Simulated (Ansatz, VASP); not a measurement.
# NbAs in VASP and in Ansatz

```
CELL_PARAMETERS angstrom
3.43931 0.00000 0.00000
0.00000 3.43931 0.00000
0.23186 0.00000 11.59308
ATOMIC_POSITIONS crystal
Nb 0.50279 0.50000 0.99874
Nb 0.49304 0.00000 0.24880
Nb 0.00279 0.00000 0.49874
Nb 0.99304 0.50000 0.74880
As 0.00646 0.00000 0.91721
As 0.99771 0.50000 0.16725
As 0.50646 0.50000 0.41721
As 0.49771 0.00000 0.66725
```

Change from the starting cell: shear of c along a, cell held, atoms relaxed: +2.0 %.

Alike in both runs: functional PBEsol; k mesh 10 × 10 × 4; occupations gaussian, width 0.1 eV; no spin polarisation.

Ansatz relaxed the structure, and its values are those at the end. VASP's run is a single point on that final structure, the one shown.

```csv
,VASP,Ansatz
version,VASP 6.6.1,Ansatz 0.2.0
potentials or method,"VASP PAW PBE potentials, release 64 (Nb_sv, As), cutoff 520 eV","scalar-relativistic, plane waves, PAW"
valence electrons in the cell,72,112
```

```tsv
	VASP	Ansatz	Ansatz less VASP
gap on the k mesh at the Fermi level (eV)	none	none	-
pressure (GPa)	0.2	0.1	-0.17
```

VASP's potentials were made for PBE, not for PBEsol. A gap of «none» marks a metal or a gap that the smearing closes. With one functional, cell and mesh, what is left measures potentials, basis and numerics. VASP's potentials hold 72 valence electrons a cell and Ansatz's 112, so a difference there can come from the potentials and not from the codes. Ansatz's warnings: stress scf threshold loose.
